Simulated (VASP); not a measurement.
Runs of VASP 6.6.1 on W. The structure is that of space group P6/mmm (No. 191), or close to it. The cells are those of the table. This isn't the form of W at room conditions, which is bcc.

```tsv
task	cell	k mesh	cutoff (eV)	gap on the mesh (eV)	pressure (GPa)	relaxed volume (Å³/atom)
relaxation of cell and atoms	relaxed from a = 2.715, b = 2.715, c = 2.537 Å, angles 90.0, 90.0, 120.0°, 1 atom	9 × 9 × 6	600	none	-0.1	(a)
relaxation of cell and atoms	relaxed from a = 2.762, b = 2.762, c = 2.555 Å, angles 90.0, 90.0, 120.0°, 1 atom	24 × 24 × 22	600	none	0.0	16.99
single point	a = 2.762, b = 2.762, c = 2.555 Å, angles 90.0, 90.0, 120.0°, 1 atom	9 × 9 × 6	520	none	0.6	-
single point	a = 2.760, b = 2.760, c = 2.568 Å, angles 90.0, 90.0, 120.0°, 1 atom	24 × 24 × 22	520	none	0.7	-
```

Alike in all rows: level PBEsol; potentials or basis VASP PAW PBE potentials, release 64 (W_sv); no spin polarisation; smearing gaussian 0.1 eV.

**Question.** Fill in the values left out.

**Answer.** (a) 16.93.

Caveats: some runs use coarse meshes; the PAW data sets were made with another functional, which shifts forces and pressure a little; spin-orbit coupling is left out, which moves the levels of the heavy elements.

A k mesh can miss the band edges, and the runs leave out spin-orbit coupling on W.

A gap of «none» marks levels without a gap at the run's occupations.
